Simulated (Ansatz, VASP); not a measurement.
## Two plane-wave programs on Ca3S

```xyz
4
Lattice="4.9683 0.0000 0.0000 0.0000 4.9683 0.0000 0.0000 0.0000 4.9683" Properties=species:S:1:pos:R:3 pbc="T T T"
Ca    0.0000    2.4841    2.4841
Ca    2.4841    0.0000    2.4841
Ca    2.4841    2.4841    0.0000
S     0.0000    0.0000    0.0000
```

Alike in both runs: functional PBE; k mesh 10 × 10 × 10; occupations gaussian, width 0.1 eV; no spin polarisation.

Ansatz relaxed the structure, and its values are those at the end. VASP's run is a single point on that final structure, the one shown.

```csv
,VASP,Ansatz
version,VASP 6.6.1,Ansatz 0.2.0
potentials or method,"VASP PAW PBE potentials, release 64 (Ca_sv, S), cutoff 520 eV","scalar-relativistic, plane waves, PAW"
valence electrons in the cell,36,36
```

|  | VASP | Ansatz | Ansatz less VASP |
| --- | --- | --- | --- |
| gap on the k mesh at the Fermi level (eV) | none | none | - |
| pressure (GPa) | 0.0 | 0.0 | -0.02 |

A gap of «none» marks a metal or a gap that the smearing closes.
